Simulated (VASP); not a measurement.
# LiMnCl3 (Pm-3m) in VASP: single point with PBE

Aim: the single point of LiMnCl3 with PBE.

Everything below comes from runs of VASP 6.6.1. Logs are shortened: lines on timing, memory, paths and dates and some standing lists are left out, and cuts for length are marked.

## (1) The cell of the first run

It takes space group Pm-3m (No. 221, cubic). The conventional cell has a = 4.991 Å, b = 4.991 Å, c = 4.991 Å, α = 90.00°, β = 90.00°, γ = 90.00°. Within 4.6 Å of Li (site symmetry m-3m) lie 12 Cl at 3.53 Å and 8 Mn at 4.32 Å. Mn (site symmetry m-3m) has 6 Cl at 2.50 Å within 3.3 Å. Cl (site symmetry 4/mmm) has 2 Mn at 2.50 Å within 3.3 Å.

## (2) Single point, PBE, collinear spin, ferromagnetic start

Contents of INCAR:

```
SYSTEM = LiMnCl3
  PREC = Accurate
  ENCUT = 520
  EDIFF = 1E-6
  ISMEAR = 0
  SIGMA = 0.02
  LREAL = .False.
  LASPH = .True.
  NELM = 150
  ALGO = Fast
  ISIF = 2
  LWAVE = .False.
  LCHARG = .False.
  ISPIN = 2
  MAGMOM = 0 4.78 0 0 0
  LORBIT = 11
  LMAXMIX = 4
  GGA = PE
  NBANDS = 30
```

Contents of KPOINTS:

```
Automatic mesh
0
Gamma
  6 6 6
  0 0 0
```

Contents of POSCAR:

```
LiMnCl3
1.0
    4.9910068252      0.0000000000      0.0000000000
    0.0000000000      4.9910068252      0.0000000000
    0.0000000000      0.0000000000      4.9910068252
Li Mn Cl
1 1 3
Direct
    0.5000000000      0.5000000000      0.5000000000
    0.0000000000      0.0000000000      0.0000000000
    0.5000000000      0.0000000000      0.0000000000
    0.0000000000      0.5000000000      0.0000000000
    0.0000000000      0.0000000000      0.5000000000
```

Potentials or basis: VASP PAW PBE potentials, release 64 (Li_sv, Mn_pv, Cl).

Run with:

```console
cat potpaw_PBE.64/Li_sv/POTCAR potpaw_PBE.64/Mn_pv/POTCAR potpaw_PBE.64/Cl/POTCAR > POTCAR
mpirun -np 1 vasp_std > vasp.out
```

OUTCAR:

```text
SYSTEM = LiMnCl3
   PREC = Accurate
   ENCUT = 520
   EDIFF = 1E-6
   ISMEAR = 0
   LREAL = .False.
   LASPH = .True.
   NELM = 150
   ISIF = 2
   ISPIN = 2
   LORBIT = 11
   GGA = PE

 ion  position               nearest neighbor table
   1  0.500  0.500  0.500-
   2  0.000  0.000  0.000-   3 2.50   4 2.50   5 2.50   5 2.50   4 2.50   3 2.50
   3  0.500  0.000  0.000-   2 2.50   2 2.50
   4  0.000  0.500  0.000-   2 2.50   2 2.50
   5  0.000  0.000  0.500-   2 2.50   2 2.50

  LATTYP: Found a simple cubic cell.
 ALAT       =     4.9910068252

  Lattice vectors:

 A1 = (   4.9910068252,   0.0000000000,   0.0000000000)
 A2 = (   0.0000000000,   4.9910068252,   0.0000000000)
 A3 = (   0.0000000000,   0.0000000000,   4.9910068252)

Analysis of symmetry for initial positions (statically):
=====================================================================
 Subroutine PRICEL returns:
 Original cell was already a primitive cell.

 Routine SETGRP: Setting up the symmetry group for a
 simple cubic supercell.

 Subroutine GETGRP returns: Found 48 space group operations
 (whereof 48 operations were pure point group operations)
 out of a pool of 48 trial point group operations.

The static configuration has the point symmetry O_h .

Analysis of symmetry for dynamics (positions and initial velocities):
=====================================================================
 Subroutine PRICEL returns:
 Original cell was already a primitive cell.

 Routine SETGRP: Setting up the symmetry group for a
 simple cubic supercell.

 Subroutine GETGRP returns: Found 48 space group operations
 (whereof 48 operations were pure point group operations)
 out of a pool of 48 trial point group operations.

The dynamic configuration has the point symmetry O_h .

Analysis of structural, dynamic, and magnetic symmetry:
=====================================================================
 Subroutine PRICEL returns:
 Original cell was already a primitive cell.

 Routine SETGRP: Setting up the symmetry group for a
 simple cubic supercell.

 Subroutine GETGRP returns: Found 48 space group operations
 (whereof 48 operations were pure point group operations)
 out of a pool of 48 trial point group operations.

The overall configuration has the point symmetry O_h .

 Subroutine INISYM returns: Found 48 space group operations
 (whereof 48 operations are pure point group operations),
 and found     1 'primitive' translations

----------------------------------------------------------------------------------------

                                     Primitive cell

  volume of cell :     124.3267

  direct lattice vectors                    reciprocal lattice vectors
     4.991006825  0.000000000  0.000000000     0.200360375  0.000000000  0.000000000
     0.000000000  4.991006825  0.000000000     0.000000000  0.200360375  0.000000000
     0.000000000  0.000000000  4.991006825     0.000000000  0.000000000  0.200360375

  length of vectors
     4.991006825  4.991006825  4.991006825     0.200360375  0.200360375  0.200360375

  position of ions in fractional coordinates (direct lattice)
     0.500000000  0.500000000  0.500000000
     0.000000000  0.000000000  0.000000000
     0.500000000  0.000000000  0.000000000
     0.000000000  0.500000000  0.000000000
     0.000000000  0.000000000  0.500000000

  ion indices of the primitive-cell ions
   primitive index   ion index
                 1           1
                 2           2
                 3           3
                 4           4
                 5           5

----------------------------------------------------------------------------------------

 KPOINTS: Automatic mesh

Automatic generation of k-mesh.
 Grid dimensions read from file:
 generate k-points for:    6    6    6

 Generating k-lattice:

  Cartesian coordinates                     Fractional coordinates (reciprocal lattice)
     0.033393396  0.000000000  0.000000000     0.166666667  0.000000000  0.000000000
     0.000000000  0.033393396  0.000000000     0.000000000  0.166666667  0.000000000
     0.000000000  0.000000000  0.033393396     0.000000000  0.000000000  0.166666667

  Length of vectors
     0.033393396  0.033393396  0.033393396

  Shift w.r.t. Gamma in fractional coordinates (k-lattice)
     0.000000000  0.000000000  0.000000000

 Subroutine IBZKPT returns following result:
 ===========================================

 Found     20 irreducible k-points:

 Following reciprocal coordinates:
            Coordinates               Weight
  0.000000  0.000000  0.000000      1.000000
  0.166667  0.000000  0.000000      6.000000
  0.333333  0.000000  0.000000      6.000000
  0.500000  0.000000  0.000000      3.000000
  0.166667  0.166667  0.000000     12.000000
  0.333333  0.166667  0.000000     24.000000
[... 12 lines left out ...]
  0.500000  0.500000  0.333333      6.000000
  0.500000  0.500000  0.500000      1.000000
   k-points           NKPTS =     20   k-points in BZ     NKDIM =     20   number of bands    NBANDS=     30
   number of dos      NEDOS =    301   number of ions     NIONS =      5
   total plane-waves  NPLWV =  64000
   dimension x,y,z NGX =    40 NGY =   40 NGZ =   40
   dimension x,y,z NGXF=    80 NGYF=   80 NGZF=   80
   ions per type =               1   1   3
   NGX,Y,Z   is equivalent  to a cutoff of  13.32, 13.32, 13.32 a.u.
   NGXF,Y,Z  is equivalent  to a cutoff of  26.65, 26.65, 26.65 a.u.
 SYSTEM =  LiMnCl3
   PREC   = accura    normal or accurate (medium, high low for compatibility)
   ISTART =      0    job   : 0-new  1-cont  2-samecut
   ICHARG =      2    charge: 1-file 2-atom 10-const
   ISPIN  =      2    spin polarized calculation?
   LNONCOLLINEAR =      F non collinear calculations
   LSORBIT =      F    spin-orbit coupling
   LASPH  =      T    aspherical Exc in radial PAW
   ENCUT  =  520.0 eV  38.22 Ry    6.18 a.u.   9.28  9.28  9.28*2*pi/ulx,y,z
   NELM   =    150;   NELMIN=  2; NELMDL= -5     # of ELM steps
   EDIFF  = 0.1E-05   stopping-criterion for ELM
   LREAL  =      F    real-space projection
   EDIFFG = 0.1E-04   stopping-criterion for IOM
   NSW    =      0    number of steps for IOM
   IBRION =     -1    ionic relax: 0-MD 1-quasi-New 2-CG
   NFREE  =      0    steps in history (QN), initial steepest desc. (CG)
   ISIF   =      2    stress and relaxation
   ISYM   =      2    0-nonsym 1-usesym 2-fastsym
   POTIM  = 0.5000    time-step for ionic-motion
   TEBEG  =    0.0;   TEEND  =   0.0 temperature during run
   PSTRESS=    0.0 pullay stress
   NELECT =      37.0000    total number of electrons
   NUPDOWN=      -1.0000    fix difference up-down
   EMIN   =  10.00;   EMAX   =-10.00  energy-range for DOS
   EFERMI =   0.00;   METHOD = LEGACY
   ISMEAR =     0;   SIGMA  =   0.02  broadening in eV -4-tet -1-fermi 0-gaus
   EFERMI_NEDOS =   21; number of points for ismear=-14 and -15
   IALGO  =     68    algorithm
   IMIX   =      4    mixing-type and parameters
     AMIX     =   0.40;   BMIX     =  1.00
     AMIX_MAG =   1.60;   BMIX_MAG =  1.00
  volume/ion in A,a.u.               =      24.87       167.80
  Fermi-wavevector in a.u.,A,eV,Ry     =   1.093001  2.065472 16.254217  1.194651
  Thomas-Fermi vector in A             =   2.229278
   LORBIT       =     11    0 simple, 1 ext, 2 COOP (PROOUT), +10 PAW based schemes
   GGA     = PE    functional components
   LHFCALC =     F    Hartree Fock is set to
   AEXX    =    0.0000 exact exchange contribution
   IVDW    =     0    specifies the selected vdW correction
   LEPSILON=     F    determine dielectric tensor
   LRPA    =     F    only Hartree local field effects (RPA)
 spin polarized calculation
 RMM-DIIS sequential band-by-band and
 Gauss-broadening in eV      SIGMA  =   0.02
  energy-cutoff  :      520.00
  volume of cell :      124.33
 maximum number of plane-waves:      3407
 NGX is ok and might be reduce to    40
   NGX = 19   NGY = 19   NGZ = 19

 number of electron      37.0000015 magnetization       5.0000006

 Free energy of the ion-electron system (eV)
  ---------------------------------------------------
  ext. energy  EPLUGINS =         0.00000000
  ---------------------------------------------------
  free energy    TOTEN  =       -22.01222467 eV

  energy without entropy =      -22.01222467  energy(sigma->0) =      -22.01222467

 E-fermi :   2.5155     XC(G=0):  -7.9071

 val. band max:        2.3985660803   @ k =   0.5000   0.5000   0.5000
 cond. band min:       3.3097877635   @ k =   0.0000   0.0000   0.0000
 fundamental gap:      0.9112216832
 Fermi energy:         2.5154509333

 spin component 1

 k-point     1 :       0.0000    0.0000    0.0000
  band No.  band energies     occupation
      1     -48.2424      1.00000
      2     -48.2424      1.00000
      3     -48.2424      1.00000
      4     -46.4179      1.00000
      5     -13.6473      1.00000
      6     -12.8329      1.00000
[... 22 lines left out ...]
     29       9.6727      0.00000
     30       9.6727      0.00000

 k-point     2 :       0.1667    0.0000    0.0000
  band No.  band energies     occupation
      1     -48.2424      1.00000
      2     -48.2424      1.00000
      3     -48.2424      1.00000
      4     -46.4178      1.00000
      5     -13.5978      1.00000
      6     -12.8684      1.00000
[... 22 lines left out ...]
     29       9.7983      0.00000
     30      10.1911      0.00000

 k-point     3 :       0.3333    0.0000    0.0000
  band No.  band energies     occupation
      1     -48.2425      1.00000
      2     -48.2424      1.00000
      3     -48.2424      1.00000
      4     -46.4178      1.00000
      5     -13.4767      1.00000
      6     -12.9617      1.00000
[... 527 lines left out ...]
      6     -13.0093      1.00000
[... 22 lines left out ...]
     29      10.5805      0.00000
     30      12.0709      0.00000

 k-point    20 :       0.5000    0.5000    0.5000
  band No.  band energies     occupation
      1     -48.2426      1.00000
      2     -48.2426      1.00000
      3     -48.2426      1.00000
      4     -46.4178      1.00000
      5     -13.0060      1.00000
      6     -13.0060      1.00000
[... 22 lines left out ...]
     29      11.2217      0.00000
     30      11.7693      0.00000
 Fermi energy:         2.5154509333

 spin component 2

 k-point     1 :       0.0000    0.0000    0.0000
  band No.  band energies     occupation
      1     -46.4168      1.00000
      2     -43.4578      1.00000
      3     -43.4578      1.00000
      4     -43.4578      1.00000
      5     -13.5147      1.00000
      6     -12.7156      1.00000
[... 22 lines left out ...]
     29      10.3035      0.00000
     30      10.3035      0.00000

 k-point     2 :       0.1667    0.0000    0.0000
  band No.  band energies     occupation
      1     -46.4167      1.00000
      2     -43.4578      1.00000
      3     -43.4577      1.00000
      4     -43.4577      1.00000
      5     -13.4668      1.00000
      6     -12.7535      1.00000
[... 22 lines left out ...]
     29      10.4194      0.00000
     30      10.7194      0.00000

 k-point     3 :       0.3333    0.0000    0.0000
  band No.  band energies     occupation
      1     -46.4168      1.00000
      2     -43.4580      1.00000
      3     -43.4577      1.00000
      4     -43.4577      1.00000
      5     -13.3482      1.00000
      6     -12.8523      1.00000
[... 550 lines left out ...]
     29      11.6403      0.00000
     30      12.1553      0.00000

 k-point    20 :       0.5000    0.5000    0.5000
  band No.  band energies     occupation
      1     -46.4167      1.00000
      2     -43.4580      1.00000
      3     -43.4580      1.00000
      4     -43.4580      1.00000
      5     -12.9012      1.00000
      6     -12.9012      1.00000
[... 22 lines left out ...]
     29      12.1610      0.00000
     30      12.2437      0.00000

------------------------ aborting loop because EDIFF is reached ----------------------------------------

  FORCE on cell =-STRESS in cart. coord.  units (eV):
  Direction    XX          YY          ZZ          XY          YZ          ZX
  --------------------------------------------------------------------------------------
  -------------------------------------------------------------------------------------
  Total       -0.0245021     -0.0245021     -0.0245021      0.0000000      0.0000000      0.0000000
  in kB       -0.3157543     -0.3157543     -0.3157543      0.0000000      0.0000000      0.0000000
  external PRESSURE =      -0.3157543 kB  Pullay stress =       0.0000000 kB

 VOLUME and BASIS-vectors are now :
 -----------------------------------------------------------------------------
  energy-cutoff  :      520.00
  volume of cell :      124.33
      direct lattice vectors                 reciprocal lattice vectors
     4.991006825  0.000000000  0.000000000     0.200360375  0.000000000  0.000000000
     0.000000000  4.991006825  0.000000000     0.000000000  0.200360375  0.000000000
     0.000000000  0.000000000  4.991006825     0.000000000  0.000000000  0.200360375

 POSITION                                       TOTAL-FORCE (eV/Angst)
 -----------------------------------------------------------------------------------
      2.49550      2.49550      2.49550         0.000000      0.000000      0.000000
      0.00000      0.00000      0.00000         0.000000      0.000000      0.000000
      2.49550      0.00000      0.00000         0.000000      0.000000      0.000000
      0.00000      2.49550      0.00000         0.000000      0.000000      0.000000
      0.00000      0.00000      2.49550         0.000000      0.000000      0.000000
 -----------------------------------------------------------------------------------
    total drift:                                0.000000      0.000000     -0.000000

  FREE ENERGIE OF THE ION-ELECTRON SYSTEM (eV)
  ---------------------------------------------------
  free  energy   TOTEN  =       -22.0122246671 eV

  energy  without entropy=      -22.0122246671  energy(sigma->0) =      -22.01222467

 total charge

# of ion       s       p       d       tot
------------------------------------------
    1        1.985   0.005   0.000   1.990
    2        0.197   6.160   4.921  11.278
    3        1.594   3.553   0.000   5.147
    4        1.594   3.553   0.000   5.147
    5        1.594   3.553   0.000   5.147
--------------------------------------------------
tot          6.965  16.823   4.921  28.710

 magnetization (x)

# of ion       s       p       d       tot
------------------------------------------
    1        0.000   0.000   0.000   0.000
    2        0.037   0.033   4.390   4.460
    3        0.008   0.056   0.000   0.064
    4        0.008   0.056   0.000   0.064
    5        0.008   0.056   0.000   0.064
--------------------------------------------------
tot          0.063   0.200   4.390   4.653
```

It took 2.8 min on 1 thread of Intel Xeon Platinum 8259CL at 2.50GHz (Skylake/Cascade Lake), shared host; peak memory 0.35 GiB.

What came out:

```yaml
Free_energy: -22.0122 eV
Band_gap_on_the_k_mesh: 0.91 eV (least direct gap 1.54 eV)
Net_moment: 5.00 μB per cell
Site_moments: Li +0.00; Mn +4.46; Cl +0.06 μB
Valence_electrons_inside_the_program's_atomic_spheres: Li 1.99; Mn 11.28; Cl 5.15
```

Levels at points of the mesh, in eV from the valence-band top:
Spin up:
```tsv
k point	band 18	band 19	band 20	band 21	band 22	band 23	band 24	band 25
(0.00, 0.00, 0.00)	-2.83	-2.83	-2.71	-2.71	1.62	1.92	6.10	6.10
(0.50, 0.00, 0.00)	-2.71	-2.17	-2.17	-1.69	3.56	3.61	4.51	5.52
(0.50, 0.50, 0.00)	-2.23	-2.16	-2.16	-0.01	3.86	4.73	4.80	4.80
(0.50, 0.50, 0.50)	-2.22	-2.22	0.00	0.00	2.57	5.00	5.00	5.00
```
Spin down:
| k point | band 14 | band 15 | band 16 | band 17 | band 18 | band 19 |
| --- | --- | --- | --- | --- | --- | --- |
| (0.00, 0.00, 0.00) | -2.74 | -2.74 | -2.74 | 0.91 | 0.91 | 0.91 |
| (0.50, 0.00, 0.00) | -3.17 | -2.80 | -2.80 | 0.94 | 1.37 | 1.56 |
| (0.50, 0.50, 0.00) | -3.50 | -3.50 | -2.24 | 1.54 | 1.57 | 1.57 |
| (0.50, 0.50, 0.50) | -2.23 | -2.23 | -2.23 | 1.83 | 1.83 | 1.83 |

Caveat: the cutoff is under 1.25 times the usual one of these potentials, so pressure, stress and relaxed cells hold a basis-set (Pulay) error; a cell with one magnetic atom can't hold antiferromagnetic order, which such compounds often take.
